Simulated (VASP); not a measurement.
Ta4O: single point with PBEsol

Ta4O, a slab with vacuum:

```
CELL_PARAMETERS angstrom
-3.21094 0.00000 0.00000
0.00000 -3.21094 0.00000
0.00000 0.00000 20.68397
ATOMIC_POSITIONS crystal
Ta 0.00000 0.00000 0.65973
Ta 0.00000 0.00000 0.30477
Ta 0.50000 0.50000 0.05019
Ta 0.50000 0.50000 0.40515
Ta 0.50000 0.50000 0.55935
Ta 0.50000 0.50000 0.20439
Ta 0.00000 0.00000 0.12729
Ta 0.00000 0.00000 0.48225
O 0.50000 0.50000 0.65973
O 0.50000 0.50000 0.30477
```

This cell differs from its parent crystal: the distance across one plane changed.

```json
{"Program": "VASP 6.6.1", "Task": "single point", "Functional": "PBEsol", "Potentials or basis": "VASP PAW PBE potentials, release 64 (Ta_pv, O)", "Cutoff": "520 eV", "k mesh": "14 × 14 × 4", "Occupations": "gaussian, width 0.15 eV", "Spin": "no spin polarisation"}
```

The largest force is 2.400 eV/Å and the band gap on the k mesh is zero (bands 50 and 51 overlap by 0.82 eV).

Forces in eV/Å, atoms in the order of the input:
```
Ta   0.000  0.000 -2.400
Ta   0.000  0.000 -0.059
Ta   0.000  0.000  0.697
Ta   0.000  0.000  0.260
Ta   0.000  0.000  0.712
Ta   0.000  0.000 -0.120
Ta   0.000  0.000 -0.595
Ta   0.000  0.000 -0.413
O    0.000  0.000  1.970
O    0.000  0.000 -0.053
```

Levels at points of the mesh, in eV from the Fermi level:
```csv
k point,band 46,band 47,band 48,band 49,band 50,band 51,band 52,band 53,band 54,band 55
"(0.00, 0.00, 0.00)",-0.60,-0.60,-0.28,0.14,0.19,0.19,0.46,0.46,0.55,0.62
"(0.50, 0.00, 0.00)",-1.02,-0.81,-0.68,-0.05,0.45,0.70,0.84,0.99,1.23,1.32
"(0.50, 0.50, 0.00)",-1.57,-0.83,-0.83,-0.03,-0.03,1.63,1.75,1.97,1.97,2.15
"(0.00, 0.00, 0.50)",-0.60,-0.60,-0.32,0.16,0.19,0.19,0.46,0.46,0.55,0.62
"(0.50, 0.00, 0.50)",-1.02,-0.81,-0.69,-0.05,0.45,0.70,0.84,0.99,1.23,1.33
"(0.50, 0.50, 0.50)",-1.57,-0.83,-0.83,-0.03,-0.03,1.63,1.75,1.98,1.98,2.15
```

Run time: 16 min on 1 thread of Intel(R) Xeon(R) 6975P-C (Granite Rapids), on a shared host, peak memory 0.98 GiB.

Caveat: the cell differs from its parent crystal (the distance across one plane changed); there is no dipole correction, which matters where the two faces differ; the PAW data sets were made with another functional, which shifts forces and pressure a little; spin-orbit coupling is left out, which moves the levels of the heavy elements.
